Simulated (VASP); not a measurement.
# ZrO2 (Fm-3m) in VASP: settings compared

The runs below take ZrO2 through single point, with PBE, PBEsol.

Program: VASP 6.6.1. These are calculated values, not measurements. Logs are shortened: lines on timing, memory, paths and dates and some standing lists are left out, and cuts for length are marked.

### 1 The cell of the first run

The structure is cubic, space group Fm-3m (No. 225). Conventional cell: a = 5.089 Å, b = 5.089 Å, c = 5.089 Å, α = 90.00°, β = 90.00°, γ = 90.00°. Within 2.9 Å of Zr (site symmetry m-3m) lie 8 O at 2.20 Å. Within 2.9 Å of O (site symmetry -43m) lie 4 Zr at 2.20 Å and 6 O at 2.54 Å.

### 2 Single point, PBE

INCAR

```
SYSTEM = ZrO2
PREC = Accurate
ENCUT = 600
EDIFF = 1E-6
ISMEAR = -1
SIGMA = 0.02
LREAL = .FALSE.
LASPH = .TRUE.
NELM = 120
ALGO = Normal
ISIF = 2
LWAVE = .FALSE.
LCHARG = .FALSE.
GGA = PE
NBANDS = 19
GGA_COMPAT = .FALSE.
```

KPOINTS

```
regular mesh
0
G
  8 8 8
  0 0 0
```

POSCAR

```
ZrO2
1.0
    0.0000000000      2.5447130569      2.5447130569
    2.5447130569      0.0000000000      2.5447130569
    2.5447130569      2.5447130569      0.0000000000
Zr O
1 2
Direct
    0.0000000000      0.0000000000      0.0000000000
    0.7500000000      0.7500000000      0.7500000000
    0.2500000000      0.2500000000      0.2500000000
```

Potentials or basis: VASP PAW PBE potentials, release 64 (Zr_sv, O).

Command:

```sh
> cat potpaw_PBE.64/Zr_sv/POTCAR potpaw_PBE.64/O/POTCAR > POTCAR
> mpirun -np 1 vasp_std > vasp.out
```

OUTCAR:

```text
SYSTEM = ZrO2
   PREC = Accurate
   ENCUT = 600
   EDIFF = 1E-6
   ISMEAR = -1
   LREAL = .FALSE.
   LASPH = .TRUE.
   NELM = 120
   ISIF = 2
   GGA = PE

 ion  position               nearest neighbor table
   1  0.000  0.000  0.000-   2 2.20   2 2.20   2 2.20   2 2.20   3 2.20   3 2.20   3 2.20   3 2.20

   2  0.750  0.750  0.750-   1 2.20   1 2.20   1 2.20   1 2.20
   3  0.250  0.250  0.250-   1 2.20   1 2.20   1 2.20   1 2.20

  LATTYP: Found a face centered cubic cell.
 ALAT       =     5.0894261138

  Lattice vectors:

 A1 = (   0.0000000000,   2.5447130569,   2.5447130569)
 A2 = (   2.5447130569,   0.0000000000,   2.5447130569)
 A3 = (   2.5447130569,   2.5447130569,   0.0000000000)

Analysis of symmetry for initial positions (statically):
=====================================================================
 Subroutine PRICEL returns:
 Original cell was already a primitive cell.

 Routine SETGRP: Setting up the symmetry group for a
 face centered cubic supercell.

 Subroutine GETGRP returns: Found 48 space group operations
 (whereof 48 operations were pure point group operations)
 out of a pool of 48 trial point group operations.

The static configuration has the point symmetry O_h .

Analysis of symmetry for dynamics (positions and initial velocities):
=====================================================================
 Subroutine PRICEL returns:
 Original cell was already a primitive cell.

 Routine SETGRP: Setting up the symmetry group for a
 face centered cubic supercell.

 Subroutine GETGRP returns: Found 48 space group operations
 (whereof 48 operations were pure point group operations)
 out of a pool of 48 trial point group operations.

The dynamic configuration has the point symmetry O_h .

 Subroutine INISYM returns: Found 48 space group operations
 (whereof 48 operations are pure point group operations),
 and found     1 'primitive' translations

----------------------------------------------------------------------------------------

                                     Primitive cell

  volume of cell :      32.9569

  direct lattice vectors                    reciprocal lattice vectors
     0.000000000  2.544713057  2.544713057    -0.196485808  0.196485808  0.196485808
     2.544713057  0.000000000  2.544713057     0.196485808 -0.196485808  0.196485808
     2.544713057  2.544713057  0.000000000     0.196485808  0.196485808 -0.196485808

  length of vectors
     3.598767717  3.598767717  3.598767717     0.340323402  0.340323402  0.340323402

  position of ions in fractional coordinates (direct lattice)
     0.000000000  0.000000000  0.000000000
     0.750000000  0.750000000  0.750000000
     0.250000000  0.250000000  0.250000000

  ion indices of the primitive-cell ions
   primitive index   ion index
                 1           1
                 2           2
                 3           3

----------------------------------------------------------------------------------------

 KPOINTS: regular mesh

Automatic generation of k-mesh.
 Grid dimensions read from file:
 generate k-points for:    8    8    8

 Generating k-lattice:

  Cartesian coordinates                     Fractional coordinates (reciprocal lattice)
    -0.024560726  0.024560726  0.024560726     0.125000000  0.000000000  0.000000000
     0.024560726 -0.024560726  0.024560726     0.000000000  0.125000000  0.000000000
     0.024560726  0.024560726 -0.024560726     0.000000000  0.000000000  0.125000000

  Length of vectors
     0.042540425  0.042540425  0.042540425

  Shift w.r.t. Gamma in fractional coordinates (k-lattice)
     0.000000000  0.000000000  0.000000000

 Subroutine IBZKPT returns following result:
 ===========================================

 Found     29 irreducible k-points:

 Following reciprocal coordinates:
            Coordinates               Weight
  0.000000  0.000000  0.000000      1.000000
  0.125000  0.000000  0.000000      8.000000
  0.250000  0.000000  0.000000      8.000000
  0.375000  0.000000  0.000000      8.000000
  0.500000  0.000000  0.000000      4.000000
  0.125000  0.125000  0.000000      6.000000
[... 16 lines left out ...]
  0.500000  0.250000  0.125000     48.000000
 -0.375000  0.250000  0.125000     24.000000
 [... further k-points ...]
   k-points           NKPTS =     29   k-points in BZ     NKDIM =     29   number of bands    NBANDS=     19
   number of dos      NEDOS =    301   number of ions     NIONS =      3
   total plane-waves  NPLWV =  27000
   dimension x,y,z NGX =    30 NGY =   30 NGZ =   30
   dimension x,y,z NGXF=    60 NGYF=   60 NGZF=   60
   ions per type =               1   2
   NGX,Y,Z   is equivalent  to a cutoff of  13.86, 13.86, 13.86 a.u.
   NGXF,Y,Z  is equivalent  to a cutoff of  27.72, 27.72, 27.72 a.u.
 SYSTEM =  ZrO2
   PREC   = accura    normal or accurate (medium, high low for compatibility)
   ISTART =      0    job   : 0-new  1-cont  2-samecut
   ICHARG =      2    charge: 1-file 2-atom 10-const
   ISPIN  =      1    spin polarized calculation?
   LNONCOLLINEAR =      F non collinear calculations
   LSORBIT =      F    spin-orbit coupling
   LASPH  =      T    aspherical Exc in radial PAW
   ENCUT  =  600.0 eV  44.10 Ry    6.64 a.u.   7.19  7.19  7.19*2*pi/ulx,y,z
   NELM   =    120;   NELMIN=  2; NELMDL= -5     # of ELM steps
   EDIFF  = 0.1E-05   stopping-criterion for ELM
   LREAL  =      F    real-space projection
   EDIFFG = 0.1E-04   stopping-criterion for IOM
   NSW    =      0    number of steps for IOM
   IBRION =     -1    ionic relax: 0-MD 1-quasi-New 2-CG
   NFREE  =      0    steps in history (QN), initial steepest desc. (CG)
   ISIF   =      2    stress and relaxation
   ISYM   =      2    0-nonsym 1-usesym 2-fastsym
   POTIM  = 0.5000    time-step for ionic-motion
   TEBEG  =    0.0;   TEEND  =   0.0 temperature during run
   PSTRESS=    0.0 pullay stress
   NELECT =      24.0000    total number of electrons
   NUPDOWN=      -1.0000    fix difference up-down
   EMIN   =  10.00;   EMAX   =-10.00  energy-range for DOS
   EFERMI =   0.00;   METHOD = LEGACY
   ISMEAR =    -1;   SIGMA  =   0.02  broadening in eV -4-tet -1-fermi 0-gaus
   EFERMI_NEDOS =   21; number of points for ismear=-14 and -15
   IALGO  =     38    algorithm
   IMIX   =      4    mixing-type and parameters
     AMIX     =   0.40;   BMIX     =  1.00
     AMIX_MAG =   1.60;   BMIX_MAG =  1.00
  volume/ion in A,a.u.               =      10.99        74.13
  Fermi-wavevector in a.u.,A,eV,Ry     =   1.472866  2.783312 29.515565  2.169333
  Thomas-Fermi vector in A             =   2.587828
   LORBIT       =      0    0 simple, 1 ext, 2 COOP (PROOUT), +10 PAW based schemes
   GGA     = PE    functional components
   LHFCALC =     F    Hartree Fock is set to
   AEXX    =    0.0000 exact exchange contribution
   IVDW    =     0    specifies the selected vdW correction
   LEPSILON=     F    determine dielectric tensor
   LRPA    =     F    only Hartree local field effects (RPA)
 non-spin polarized calculation
  energy-cutoff  :      600.00
  volume of cell :       32.96
 maximum number of plane-waves:      1124
 NGX is ok and might be reduce to    30
   NGX = 15   NGY = 15   NGZ = 15

 number of electron      23.9999995 magnetization

 Free energy of the ion-electron system (eV)
  ---------------------------------------------------
  ext. energy  EPLUGINS =         0.00000000
  ---------------------------------------------------
  free energy    TOTEN  =       -28.56567630 eV

  energy without entropy =      -28.56567630  energy(sigma->0) =      -28.56567630

 E-fermi :   7.6307     XC(G=0): -11.7843

 val. band max:        7.2253442686   @ k =   0.5000   0.5000   0.0000
 cond. band min:      10.5803868733   @ k =   0.0000   0.0000   0.0000
 fundamental gap:      3.3550426047
 Fermi energy:         7.6306562970

 k-point     1 :       0.0000    0.0000    0.0000
  band No.  band energies     occupation
      1     -40.8607      2.00000
      2     -18.6811      2.00000
      3     -18.6811      2.00000
      4     -18.6811      2.00000
      5     -10.9720      2.00000
      6      -8.4140      2.00000
[... 11 lines left out ...]
     18      16.5963      0.00000
     19      21.6143      0.00000

 k-point     2 :       0.1250    0.0000    0.0000
  band No.  band energies     occupation
      1     -40.8539      2.00000
      2     -18.7927      2.00000
      3     -18.6915      2.00000
      4     -18.6915      2.00000
      5     -10.7552      2.00000
      6      -8.5699      2.00000
[... 11 lines left out ...]
     18      16.3692      0.00000
     19      21.2793      0.00000

 k-point     3 :       0.2500    0.0000    0.0000
  band No.  band energies     occupation
      1     -40.8374      2.00000
      2     -19.0440      2.00000
      3     -18.7163      2.00000
      4     -18.7163      2.00000
      5     -10.2888      2.00000
      6      -8.8490      2.00000
[... 11 lines left out ...]
     18      16.3165      0.00000
     19      20.5941      0.00000

 k-point     4 :       0.3750    0.0000    0.0000
  band No.  band energies     occupation
      1     -40.8208      2.00000
      2     -19.2745      2.00000
      3     -18.7409      2.00000
      4     -18.7409      2.00000
      5     -10.0241      2.00000
      6      -8.8730      2.00000
[... 11 lines left out ...]
     18      16.6233      0.00000
     19      20.6875      0.00000

 k-point     5 :       0.5000    0.0000    0.0000
  band No.  band energies     occupation
      1     -40.8139      2.00000
      2     -19.3649      2.00000
      3     -18.7510      2.00000
      4     -18.7510      2.00000
      5     -10.0125      2.00000
      6      -8.7690      2.00000
[... 11 lines left out ...]
     18      16.2660      0.00000
     19      21.2383      0.00000

 k-point     6 :       0.1250    0.1250    0.0000
  band No.  band energies     occupation
      1     -40.8516      2.00000
      2     -18.8054      2.00000
      3     -18.7070      2.00000
      4     -18.7070      2.00000
      5     -10.6770      2.00000
      6      -8.6261      2.00000
[... 11 lines left out ...]
     18      16.2950      0.00000
     19      21.3686      0.00000

 k-point     7 :       0.2500    0.1250    0.0000
  band No.  band energies     occupation
      1     -40.8383      2.00000
      2     -18.9913      2.00000
      3     -18.7363      2.00000
      4     -18.7354      2.00000
      5     -10.2681      2.00000
      6      -8.8827      2.00000
[... 11 lines left out ...]
     18      16.2359      0.00000
     19      21.1181      0.00000

 k-point     8 :       0.3750    0.1250    0.0000
  band No.  band energies     occupation
      1     -40.8217      2.00000
      2     -19.2055      2.00000
      3     -18.7831      2.00000
      4     -18.7600      2.00000
      5      -9.9011      2.00000
      6      -9.0082      2.00000
[... 256 lines left out ...]
 k-point    20 :      -0.3750    0.3750    0.0000
  band No.  band energies     occupation
      1     -40.7997      2.00000
      2     -19.2723      2.00000
      3     -19.0349      2.00000
      4     -18.8216      2.00000
      5      -9.4584      2.00000
      6      -9.0278      2.00000
[... 11 lines left out ...]
     18      19.3920      0.00000
     19      22.0314      0.00000

 k-point    21 :       0.5000    0.5000    0.0000
  band No.  band energies     occupation
      1     -40.7984      2.00000
      2     -19.4197      2.00000
      3     -18.8553      2.00000
      4     -18.8553      2.00000
      5      -9.6273      2.00000
      6      -8.8541      2.00000
[... 11 lines left out ...]
     18      20.6950      0.00000
     19      20.8899      0.00000

 k-point    22 :       0.3750    0.2500    0.1250
  band No.  band energies     occupation
      1     -40.8250      2.00000
      2     -19.1224      2.00000
      3     -18.8269      2.00000
      4     -18.7489      2.00000
      5      -9.8590      2.00000
      6      -9.1014      2.00000
[... 11 lines left out ...]
     18      16.9888      0.00000
     19      21.3837      0.00000

 k-point    23 :       0.5000    0.2500    0.1250
  band No.  band energies     occupation
      1     -40.8117      2.00000
      2     -19.2312      2.00000
      3     -18.9184      2.00000
      4     -18.7770      2.00000
      5      -9.6044      2.00000
      6      -9.1233      2.00000
[... 11 lines left out ...]
     18      17.7970      0.00000
     19      21.5535      0.00000

 k-point    24 :      -0.3750    0.2500    0.1250
  band No.  band energies     occupation
      1     -40.8061      2.00000
      2     -19.2720      2.00000
      3     -18.9568      2.00000
      4     -18.7908      2.00000
      5      -9.6178      2.00000
      6      -9.0009      2.00000
[... 11 lines left out ...]
     18      17.8986      0.00000
     19      21.8127      0.00000

 [... further k-points ...]

------------------------ aborting loop because EDIFF is reached ----------------------------------------

  FORCE on cell =-STRESS in cart. coord.  units (eV):
  Direction    XX          YY          ZZ          XY          YZ          ZX
  --------------------------------------------------------------------------------------
  -------------------------------------------------------------------------------------
  Total        0.7977632      0.7977632      0.7977632     -0.0000000      0.0000000     -0.0000000
  in kB       38.7827101     38.7827101     38.7827101     -0.0000000      0.0000000     -0.0000000
  external PRESSURE =      38.7827101 kB  Pullay stress =       0.0000000 kB

 VOLUME and BASIS-vectors are now :
 -----------------------------------------------------------------------------
  energy-cutoff  :      600.00
  volume of cell :       32.96
      direct lattice vectors                 reciprocal lattice vectors
     0.000000000  2.544713057  2.544713057    -0.196485808  0.196485808  0.196485808
     2.544713057  0.000000000  2.544713057     0.196485808 -0.196485808  0.196485808
     2.544713057  2.544713057  0.000000000     0.196485808  0.196485808 -0.196485808

 POSITION                                       TOTAL-FORCE (eV/Angst)
 -----------------------------------------------------------------------------------
      0.00000      0.00000      0.00000         0.000000     -0.000000      0.000000
      3.81707      3.81707      3.81707         0.000000      0.000000      0.000000
      1.27236      1.27236      1.27236        -0.000000     -0.000000     -0.000000
 -----------------------------------------------------------------------------------
    total drift:                                0.000000     -0.000000      0.000000

  FREE ENERGIE OF THE ION-ELECTRON SYSTEM (eV)
  ---------------------------------------------------
  free  energy   TOTEN  =       -28.5656763038 eV

  energy  without entropy=      -28.5656763038  energy(sigma->0) =      -28.56567630
```

Wall time 15 s (1 thread of Intel Xeon 6975P-C (Granite Rapids), shared host); peak memory 0.17 GiB.

What came out:

| Quantity | Value |
| --- | --- |
| Free energy | -28.5657 eV |
| Pressure | 3.9 GPa |
| Band gap on the k mesh | 3.36 eV (least direct gap 3.80 eV) |

Levels at points of the mesh, in eV from the valence-band top:
```
           k point  band 8  band 9  band 10  band 11  band 12  band 13  band 14  band 15  band 16  band 17
(0.00, 0.00, 0.00)   -5.23   -5.23    -0.53    -0.53    -0.53     3.36     3.36     6.58     9.37     9.37
(0.50, 0.00, 0.00)   -4.22   -2.53    -2.47    -1.64    -1.64     4.00     4.00     6.09     8.47     8.47
(0.50, 0.50, 0.00)   -3.15   -3.15    -1.51    -1.51     0.00     3.80     4.74     5.83     7.28     7.28
```

Caveat: the cell stands under pressure. A k mesh can miss the band edges.

### 3 Single point, PBEsol

This run uses another cell than the first one, of 10.82 Å³/atom.

INCAR

```
ALGO = Normal
EDIFF = 1E-6
ENCUT = 600
GGA = PS
GGA_COMPAT = False
ISIF = 2
ISMEAR = -1
LASPH = True
LCHARG = False
LREAL = False
LWAVE = False
NBANDS = 19
NELM = 120
PREC = Accurate
SIGMA = 0.02
```

KPOINTS

```
k-points
0
Gamma
  8 8 8
```

POSCAR

```
ZrO2
1.0
    0.0000000000      2.5320464886      2.5320464886
    2.5320464886      0.0000000000      2.5320464886
    2.5320464886      2.5320464886      0.0000000000
Zr O
1 2
Direct
    0.0000000000      0.0000000000      0.0000000000
    0.7500000000      0.7500000000      0.7500000000
    0.2500000000      0.2500000000      0.2500000000
```

Potentials or basis: VASP PAW PBE potentials, release 64 (Zr_sv, O).

Command:

```sh
> cat potpaw_PBE.64/Zr_sv/POTCAR potpaw_PBE.64/O/POTCAR > POTCAR
> mpirun -np 1 vasp_std > vasp.out
```

It took 13 s on 1 thread of Intel Xeon 6975P-C (Granite Rapids), shared host; peak memory 0.17 GiB.

The run converged. Its results:

- Free energy: -29.9292 eV
- Pressure: 0.2 GPa
- Band gap on the k mesh: 3.32 eV (least direct gap 3.76 eV)

Levels at points of the mesh, in eV from the valence-band top:
```
           k point  band 9  band 10  band 11  band 12  band 13  band 14  band 15  band 16
(0.00, 0.00, 0.00)   -5.38    -0.55    -0.55    -0.55     3.32     3.32     6.49     9.59
(0.50, 0.00, 0.00)   -2.60    -2.52    -1.67    -1.67     4.00     4.00     6.23     8.64
(0.50, 0.50, 0.00)   -3.21    -1.55    -1.55     0.00     3.76     4.78     5.97     7.42
```

Caveat: the PAW data sets were made with another functional, which shifts forces and pressure a little. A k mesh can miss the band edges.
